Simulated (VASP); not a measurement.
Set up this calculation in VASP 6.6.1, as the native input.

- Task: single point
- Functional: LDA
- Potentials or basis: VASP PAW LDA potentials, release 64 (Co)
- Cutoff: 520 eV
- k mesh: 11 × 11 × 15
- Occupations: fermi-dirac, width 0.1 eV
- Spin: no spin polarisation
- Dipole correction: no
- Further INCAR settings: ALGO = Normal; EDIFF = 1e-06; NBANDS = 20

The structure of Co lies in POSCAR:

```
Co
1.0
    3.8165600701      0.0000000000      0.0000000000
   -1.9082800351      3.3052379758      0.0000000000
    0.0000000000      0.0000000000      2.3364785408
Co
3
Direct
    0.0000000000      0.0000000000      0.0000000000
    0.3333333333      0.6666666667      0.5000000000
    0.6666666667      0.3333333333      0.5000000000
```

One way to write it, as run:

INCAR

```
PREC = Accurate ; ENCUT = 520
EDIFF = 1E-6 ; ISMEAR = -1
SIGMA = 0.1 ; LREAL = F
LASPH = T ; NELM = 60
ALGO = Normal ; ISIF = 2
LWAVE = F ; LCHARG = F
NBANDS = 20
```

KPOINTS

```
regular mesh
0
Gamma
  11 11 15
```

Potentials or basis: VASP PAW LDA potentials, release 64 (Co).

Command:

```bash
$ cat potpaw_LDA.64/Co/POTCAR > POTCAR
$ mpirun -np 1 vasp_std > vasp.out
```

Results of the run:

- Pressure: -0.7 GPa

Caveat: the run has no spin polarisation, though such a crystal can be magnetic.

It took 75 s on 1 thread of Intel(R) Xeon(R) Platinum 8488C (Sapphire Rapids) (shared host), peak memory 0.17 GiB.
